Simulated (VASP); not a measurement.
# WS2 (P1) in VASP: single point with PBE+D3(BJ)

Aim: the single point of WS2 with PBE+D3(BJ).

All numbers are computed with VASP 6.6.1; they aren't measurements. Logs are shortened: lines on timing, memory, paths and dates and some standing lists are left out, and cuts for length are marked.

**1. The cell of the first run**

The typed cell holds 9 atoms: a = 3.157 Å, b = 3.157 Å, c = 18.126 Å, α = 88.34°, β = 89.17°, γ = 60.00°.

**2. Single point, PBE+D3(BJ)**

The input, INCAR:

```
SYSTEM = WS2
ALGO = Normal
EDIFF = 1E-7
ENCUT = 520
GGA = PE
ISIF = 2
ISMEAR = 0
IVDW = 12
LASPH = .True.
LCHARG = .True.
LELF = .True.
LREAL = .False.
LVHAR = .True.
LWAVE = .False.
NBANDS = 49
NELM = 80
PREC = Accurate
SIGMA = 0.05
```

The input, KPOINTS:

```
k-points
0
Gamma
  10 10 2
  0 0 0
```

The input, POSCAR:

```
WS2
1.0
   -1.5785988150     -2.7342133524      0.0000000000
    1.5785988150     -2.7342133524      0.0000000000
    0.2630998025     -0.4557022254     18.1187268322
W S
3 6
Direct
    1.0000000000      0.8611009930      0.8333940419
    0.3333333333      0.3055454375      0.1667273752
    0.6666666667      0.5833232152      0.5000607086
    1.0000000000      0.9021947250      0.5868316502
    0.3333333333      0.1799725027      0.9201649835
    0.6666666667      0.6244169472      0.2534983168
    1.0000000000      0.9311292820      0.4132243079
    0.3333333333      0.2089070598      0.7465576413
    0.6666666667      0.6533515042      0.0798909746
```

Potentials or basis: VASP PAW PBE potentials, release 64 (W_sv, S).

Started as:

```sh
cat potpaw_PBE.64/W_sv/POTCAR potpaw_PBE.64/S/POTCAR > POTCAR
mpirun -np 1 vasp_std > vasp.out
```

OUTCAR:

```text
SYSTEM = WS2
   EDIFF = 1E-7
   ENCUT = 520
   GGA = PE
   ISIF = 2
   ISMEAR = 0
   IVDW = 12
   LASPH = .True.
   LREAL = .False.
   NELM = 80
   PREC = Accurate
 IVDW          = 12

 ion  position               nearest neighbor table
   1  0.000  0.861  0.833-   5 2.41   5 2.41   5 2.41   8 2.41   8 2.41   8 2.41
   2  0.333  0.306  0.167-   6 2.41   6 2.41   6 2.41   9 2.41   9 2.41   9 2.41
   3  0.667  0.583  0.500-   4 2.41   4 2.41   4 2.41   7 2.41   7 2.41   7 2.41
   4  0.000  0.902  0.587-   3 2.41   3 2.41   3 2.41
   5  0.333  0.180  0.920-   1 2.41   1 2.41   1 2.41
   6  0.667  0.624  0.253-   2 2.41   2 2.41   2 2.41
   7  0.000  0.931  0.413-   3 2.41   3 2.41   3 2.41
   8  0.333  0.209  0.747-   1 2.41   1 2.41   1 2.41
   9  0.667  0.653  0.080-   2 2.41   2 2.41   2 2.41

  LATTYP: Found a base centered monoclinic cell.
 ALAT       =     3.1571976300
 B/A-ratio  =     1.7320508076
 C/A-ratio  =     5.7412833232
 COS(beta)  =    -0.0290295144

  Lattice vectors:

 A1 = (   1.5785988150,   2.7342133524,   0.0000000000)
 A2 = (  -3.1571976300,   0.0000000000,   0.0000000000)
 A3 = (   0.2630998025,  -0.4557022254,  18.1187268322)

Analysis of symmetry for initial positions (statically):
=====================================================================
 Subroutine PRICEL returns:
 Original cell was already a primitive cell.

 Routine SETGRP: Setting up the symmetry group for a
 base centered monoclinic supercell.

 Subroutine GETGRP returns: Found  1 space group operations
 (whereof  1 operations were pure point group operations)
 out of a pool of  4 trial point group operations.

The static configuration has the point symmetry C_1 .

Analysis of symmetry for dynamics (positions and initial velocities):
=====================================================================
 Subroutine PRICEL returns:
 Original cell was already a primitive cell.

 Routine SETGRP: Setting up the symmetry group for a
 base centered monoclinic supercell.

 Subroutine GETGRP returns: Found  1 space group operations
 (whereof  1 operations were pure point group operations)
 out of a pool of  4 trial point group operations.

The dynamic configuration has the point symmetry C_1 .

 Subroutine INISYM returns: Found  1 space group operations
 (whereof  1 operations are pure point group operations),
 and found     1 'primitive' translations

----------------------------------------------------------------------------------------

                                     Primitive cell

  volume of cell :     156.4090

  direct lattice vectors                    reciprocal lattice vectors
    -1.578598815 -2.734213352  0.000000000    -0.316736586 -0.182867953 -0.000000000
     1.578598815 -2.734213352  0.000000000     0.316736586 -0.182867953 -0.009198586
     0.263099802 -0.455702225 18.118726832     0.000000000  0.000000000  0.055191516

  length of vectors
     3.157197630  3.157197630 18.126366101     0.365735907  0.365851565  0.055191516

  position of ions in fractional coordinates (direct lattice)
     1.000000000  0.861100993  0.833394042
     0.333333333  0.305545438  0.166727375
     0.666666667  0.583323215  0.500060709
     1.000000000  0.902194725  0.586831650
     0.333333333  0.179972503  0.920164984
     0.666666667  0.624416947  0.253498317
     1.000000000  0.931129282  0.413224308
     0.333333333  0.208907060  0.746557641
     0.666666667  0.653351504  0.079890975

  ion indices of the primitive-cell ions
   primitive index   ion index
                 1           1
                 2           2
                 3           3
                 4           4
                 5           5
                 6           6
                 7           7
                 8           8
                 9           9

----------------------------------------------------------------------------------------

 KPOINTS: k-points

Automatic generation of k-mesh.
 Grid dimensions read from file:
 generate k-points for:   10   10    2

 Generating k-lattice:

  Cartesian coordinates                     Fractional coordinates (reciprocal lattice)
    -0.031673659 -0.018286795 -0.000000000     0.100000000 -0.000000000  0.000000000
     0.031673659 -0.018286795 -0.000919859    -0.000000000  0.100000000  0.000000000
     0.000000000  0.000000000  0.027595758     0.000000000  0.000000000  0.500000000

  Length of vectors
     0.036573591  0.036585156  0.027595758

  Shift w.r.t. Gamma in fractional coordinates (k-lattice)
     0.000000000  0.000000000  0.000000000

 Subroutine IBZKPT returns following result:
 ===========================================

 Found    104 irreducible k-points:

 Following reciprocal coordinates:
            Coordinates               Weight
  0.000000  0.000000  0.000000      1.000000
  0.100000  0.000000  0.000000      2.000000
  0.200000  0.000000  0.000000      2.000000
  0.300000  0.000000 -0.000000      2.000000
  0.400000  0.000000 -0.000000      2.000000
  0.500000  0.000000 -0.000000      1.000000
[... 16 lines left out ...]
  0.200000 -0.200000 -0.000000      2.000000
  0.500000  0.200000  0.000000      2.000000
 [... further k-points ...]
   k-points           NKPTS =    104   k-points in BZ     NKDIM =    104   number of bands    NBANDS=     49
   number of dos      NEDOS =    301   number of ions     NIONS =      9
   total plane-waves  NPLWV =  80640
   dimension x,y,z NGX =    24 NGY =   24 NGZ =  140
   dimension x,y,z NGXF=    48 NGYF=   48 NGZF=  280
   ions per type =               3   6
   NGX,Y,Z   is equivalent  to a cutoff of  12.64, 12.64, 12.84 a.u.
   NGXF,Y,Z  is equivalent  to a cutoff of  25.27, 25.27, 25.68 a.u.
 SYSTEM =  WS2
   PREC   = accura    normal or accurate (medium, high low for compatibility)
   ISTART =      0    job   : 0-new  1-cont  2-samecut
   ICHARG =      2    charge: 1-file 2-atom 10-const
   ISPIN  =      1    spin polarized calculation?
   LNONCOLLINEAR =      F non collinear calculations
   LSORBIT =      F    spin-orbit coupling
   LASPH  =      T    aspherical Exc in radial PAW
   ENCUT  =  520.0 eV  38.22 Ry    6.18 a.u.   5.87  5.87 33.70*2*pi/ulx,y,z
   NELM   =     80;   NELMIN=  2; NELMDL= -5     # of ELM steps
   EDIFF  = 0.1E-06   stopping-criterion for ELM
   LREAL  =      F    real-space projection
   EDIFFG = 0.1E-05   stopping-criterion for IOM
   NSW    =      0    number of steps for IOM
   IBRION =     -1    ionic relax: 0-MD 1-quasi-New 2-CG
   NFREE  =      0    steps in history (QN), initial steepest desc. (CG)
   ISIF   =      2    stress and relaxation
   ISYM   =      2    0-nonsym 1-usesym 2-fastsym
   POTIM  = 0.5000    time-step for ionic-motion
   TEBEG  =    0.0;   TEEND  =   0.0 temperature during run
   PSTRESS=    0.0 pullay stress
   NELECT =      78.0000    total number of electrons
   NUPDOWN=      -1.0000    fix difference up-down
   EMIN   =  10.00;   EMAX   =-10.00  energy-range for DOS
   EFERMI =   0.00;   METHOD = LEGACY
   ISMEAR =     0;   SIGMA  =   0.05  broadening in eV -4-tet -1-fermi 0-gaus
   EFERMI_NEDOS =   21; number of points for ismear=-14 and -15
   IALGO  =     38    algorithm
   IMIX   =      4    mixing-type and parameters
     AMIX     =   0.40;   BMIX     =  1.00
     AMIX_MAG =   1.60;   BMIX_MAG =  1.00
  volume/ion in A,a.u.               =      17.38       117.28
  Fermi-wavevector in a.u.,A,eV,Ry     =   1.298232  2.453303 22.931356  1.685407
  Thomas-Fermi vector in A             =   2.429574
   LORBIT       =      0    0 simple, 1 ext, 2 COOP (PROOUT), +10 PAW based schemes
   GGA     = PE    functional components
   LHFCALC =     F    Hartree Fock is set to
   AEXX    =    0.0000 exact exchange contribution
   IVDW    =    12    specifies the selected vdW correction
   LEPSILON=     F    determine dielectric tensor
   LRPA    =     F    only Hartree local field effects (RPA)
 non-spin polarized calculation
 Gauss-broadening in eV      SIGMA  =   0.05
  energy-cutoff  :      520.00
  volume of cell :      156.41
 maximum number of plane-waves:      4242
   NGX = 11   NGY = 11   NGZ = 67

 number of electron      77.9999997 magnetization

 Free energy of the ion-electron system (eV)
  ---------------------------------------------------
  ext. energy  EPLUGINS =         0.00000000
  ---------------------------------------------------
  free energy    TOTEN  =       -70.73916143 eV

  energy without entropy =      -70.73916143  energy(sigma->0) =      -70.73916143

 E-fermi :   8.1249     XC(G=0): -11.0993

 val. band max:        7.8387909630   @ k =   0.0000   0.0000   0.5000
 cond. band min:       8.7888044561   @ k =   0.2000  -0.2000  -0.0000
 fundamental gap:      0.9500134931
 Fermi energy:         8.1248681507

 k-point     1 :       0.0000    0.0000    0.0000
  band No.  band energies     occupation
      1     -66.8836      2.00000
      2     -66.8742      2.00000
      3     -66.8666      2.00000
      4     -31.1426      2.00000
      5     -31.1323      2.00000
      6     -31.1255      2.00000
[... 41 lines left out ...]
     48      10.1901      0.00000
     49      10.2286      0.00000

 k-point     2 :       0.1000    0.0000    0.0000
  band No.  band energies     occupation
      1     -66.8818      2.00000
      2     -66.8724      2.00000
      3     -66.8648      2.00000
      4     -31.1362      2.00000
      5     -31.1259      2.00000
      6     -31.1191      2.00000
[... 41 lines left out ...]
     48      10.1024      0.00000
     49      10.3557      0.00000

 k-point     3 :       0.2000    0.0000    0.0000
  band No.  band energies     occupation
      1     -66.8771      2.00000
      2     -66.8677      2.00000
      3     -66.8601      2.00000
      4     -31.1195      2.00000
      5     -31.1092      2.00000
      6     -31.1024      2.00000
[... 1081 lines left out ...]
     48      10.6029      0.00000
     49      12.0294      0.00000

 k-point    24 :       0.5000    0.2000    0.0000
  band No.  band energies     occupation
      1     -66.8649      2.00000
      2     -66.8554      2.00000
      3     -66.8478      2.00000
      4     -31.2665      2.00000
      5     -31.2570      2.00000
      6     -31.2487      2.00000
[... 41 lines left out ...]
     48      10.8606      0.00000
     49      12.0886      0.00000

 [... further k-points ...]

------------------------ aborting loop because EDIFF is reached ----------------------------------------

 Edisp (eV)   -3.93071

 E8    (eV) :    -1.6523

  FORCE on cell =-STRESS in cart. coord.  units (eV):
  Direction    XX          YY          ZZ          XY          YZ          ZX
  --------------------------------------------------------------------------------------
  -------------------------------------------------------------------------------------
  Total       0.11892    -0.13396     0.21256    -0.04890     0.17890    -0.31657
  in kB       1.21814    -1.37226     2.17734    -0.50095     1.83256    -3.24275
  external pressure =        0.67 kB  Pullay stress =        0.00 kB

 VOLUME and BASIS-vectors are now :
 -----------------------------------------------------------------------------
  energy-cutoff  :      520.00
  volume of cell :      156.41
      direct lattice vectors                 reciprocal lattice vectors
    -1.578598815 -2.734213352  0.000000000    -0.316736586 -0.182867953 -0.000000000
     1.578598815 -2.734213352  0.000000000     0.316736586 -0.182867953 -0.009198586
     0.263099802 -0.455702225 18.118726832     0.000000000  0.000000000  0.055191516

 POSITION                                       TOTAL-FORCE (eV/Angst)
 -----------------------------------------------------------------------------------
      1.57860     -2.73421     15.10004         0.013443     -0.006270     -0.010797
      0.00000     -1.82281      3.02089        -0.016322      0.012212      0.005945
     -0.00000     -3.64562      9.06046        -0.000094      0.000078      0.001783
      1.57860     -2.73421     10.63264         0.000029     -0.000091     -0.001098
     -0.00000     -1.82281     16.67222         0.080120     -0.042463     -0.061725
     -0.00000     -3.64562      4.59307         0.002159     -0.004723      0.001847
      1.57860     -2.73421      7.48710         0.000016     -0.000001     -0.000788
      0.00000     -1.82281     13.52667         0.001145     -0.004016     -0.001157
     -0.00000     -3.64562      1.44752        -0.080495      0.045274      0.065989
 -----------------------------------------------------------------------------------
    total drift:                               -0.000024     -0.000008      0.000111

  FREE ENERGIE OF THE ION-ELECTRON SYSTEM (eV)
  ---------------------------------------------------
  free  energy   TOTEN  =       -74.6698717348 eV

  energy  without entropy=      -74.6698717348  energy(sigma->0) =      -74.66987173
```

Run time: 13 min. Hardware: 1 thread of Oxide Virtual Turin-like, shared host; peak memory 0.64 GiB.

What came out:

```
Free energy                : -74.6699 eV
Pressure                   : 0.1 GPa
Largest force              : 0.114 eV/Å
Band gap on the k mesh     : 0.95 eV (least direct gap 2.11 eV)
Dispersion energy per atom : -0.437 eV
```

Forces on the atoms (eV/Å):
```
W    0.013 -0.006 -0.011
W   -0.016  0.012  0.006
W    0.000  0.000  0.002
S    0.000  0.000 -0.001
S    0.080 -0.042 -0.062
S    0.002 -0.005  0.002
S    0.000  0.000 -0.001
S    0.001 -0.004 -0.001
S   -0.080  0.045  0.066
```

Levels at points of the mesh, in eV from the valence-band top:
```tsv
k point	band 35	band 36	band 37	band 38	band 39	band 40	band 41	band 42	band 43	band 44
(0.00, 0.00, 0.00)	-2.30	-1.43	-1.35	-0.15	-0.13	2.10	2.13	2.16	2.17	2.19
(0.50, 0.00, 0.00)	-1.96	-1.91	-1.75	-1.72	-1.60	2.21	2.24	2.25	2.58	2.59
(0.00, 0.50, 0.00)	-1.93	-1.91	-1.80	-1.67	-1.66	2.21	2.24	2.25	2.56	2.62
(0.50, 0.50, 0.00)	-1.93	-1.91	-1.78	-1.71	-1.53	2.21	2.24	2.25	2.50	2.59
(0.00, 0.00, 0.50)	-2.30	-2.29	-0.60	-0.58	0.00	2.11	2.14	2.14	2.17	2.21
(0.50, 0.00, 0.50)	-2.02	-1.88	-1.81	-1.66	-1.62	2.22	2.23	2.26	2.51	2.67
(0.00, 0.50, 0.50)	-2.04	-1.86	-1.75	-1.74	-1.63	2.22	2.23	2.26	2.53	2.63
(0.50, 0.50, 0.50)	-2.04	-1.86	-1.84	-1.66	-1.53	2.22	2.23	2.27	2.46	2.64
```

Caveat: spin-orbit coupling is left out, which moves the levels of the heavy elements. A k mesh can miss the band edges.
